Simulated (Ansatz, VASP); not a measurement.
**One calculation of Si2Ge, two programs**

```
CELL_PARAMETERS angstrom
3.92786 0.00000 0.00000
-1.96393 3.40163 0.00000
0.00000 0.00000 9.61935
ATOMIC_POSITIONS crystal
Si 0.00000 0.00000 0.37746
Si 0.33333 0.66667 0.03946
Si 0.00000 0.00000 0.62254
Si 0.66667 0.33333 0.96054
Ge 0.66667 0.33333 0.70805
Ge 0.33333 0.66667 0.29195
```

Alike in both runs: functional PBE; k mesh 12 × 12 × 4; occupations gaussian, width 0.02 eV; no spin polarisation.

Ansatz relaxed the structure, and its values are those at the end. VASP's run is a single point on that final structure, the one shown.

```csv
,VASP,Ansatz
version,VASP 6.6.1,Ansatz 0.2.0
potentials or method,"VASP PAW PBE potentials, release 64 (Si, Ge_d), cutoff 520 eV","scalar-relativistic, plane waves, PAW"
valence electrons in the cell,44,44
```

```tsv
	VASP	Ansatz	Ansatz less VASP
gap on the k mesh at the Fermi level (eV)	0.59	0.59	-0.003
least direct gap on the mesh (eV)	1.09	1.09	-0.005
pressure (GPa)	-0.1	0.0	+0.09
```

With one functional, cell and mesh, what is left measures potentials, basis and numerics.
